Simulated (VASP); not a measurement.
Set up this calculation in VASP 6.6.1, as the native input.

- Task: single point
- Functional: PBE-based screened hybrid with 25 % exact exchange
- Potentials or basis: VASP PAW PBE potentials, release 64 (N)
- Cutoff: 520 eV
- k mesh: 6 × 6 × 6
- Occupations: fermi-dirac, width 0.05 eV
- Spin: no spin polarisation
- Dipole correction: no
- Grid for exact exchange (PRECFOCK): Normal
- Share of exact exchange: 0.25
- Further INCAR settings: ALGO = Normal; EDIFF = 1e-07; NBANDS = 12
- Screening parameter: 0.1 1/Å

N:

```
N
1.0
     2.51947    0.00000    0.00000
    -1.25974    2.18193    0.00000
     0.00000    0.00000    2.44600
N
2
Cartesian
  0.0000 1.4546 1.8345
  1.2597 0.7273 0.6115
```

The input as run:

POSCAR

```
N
1.0
    2.5194737886      0.0000000000      0.0000000000
   -1.2597368943      2.1819283051      0.0000000000
    0.0000000000      0.0000000000      2.4460020000
N
2
Direct
    0.3333333333      0.6666666667      0.7500000000
    0.6666666667      0.3333333333      0.2500000000
```

INCAR.step1

```
  PREC = Accurate
  ENCUT = 520
  EDIFF = 1E-5
  ISMEAR = -1
  SIGMA = 0.05
  LREAL = False
  LASPH = True
  NELM = 100
  ALGO = Normal
  ISIF = 2
  LWAVE = True
  GGA = PE
  NBANDS = 12
```

INCAR.step2

```
  PREC = Accurate
  ENCUT = 520
  EDIFF = 1E-7
  ISMEAR = -1
  SIGMA = 0.05
  LREAL = False
  LASPH = True
  NELM = 100
  ALGO = Normal
  ISIF = 2
  LWAVE = False
  LCHARG = True
  GGA = PE
  LHFCALC = True
  AEXX = 0.25
  HFSCREEN = 0.1
  PRECFOCK = Normal
  LELF = True
  LVHAR = True
  ISTART = 1
  NBANDS = 12
```

KPOINTS

```
Automatic mesh
0
Gamma
  6 6 6
```

Potentials or basis: VASP PAW PBE potentials, release 64 (N).

Launch:

```bash
$ cat potpaw_PBE.64/N/POTCAR > POTCAR
$ cp INCAR.step1 INCAR
$ mpirun -np 1 vasp_std > vasp.out
$ cp INCAR.step2 INCAR
$ mpirun -np 1 vasp_std > vasp.out
```

It gave:

```json
{
  "Pressure": "-1.7 GPa",
  "Band gap on the k mesh": "zero (bands 5 and 6 overlap by 5.87 eV)"
}
```

Caveat: the k points lie up to 0.48 Å⁻¹ apart, too coarse for converged energies and pressures of a metal; the PAW data sets were made with another functional, which shifts forces and pressure a little.

Wall time 12 min on 1 thread of Intel(R) Xeon(R) Platinum 8259CL CPU @ 2.50GHz (Skylake/Cascade Lake) (shared host), peak memory 0.21 GiB.
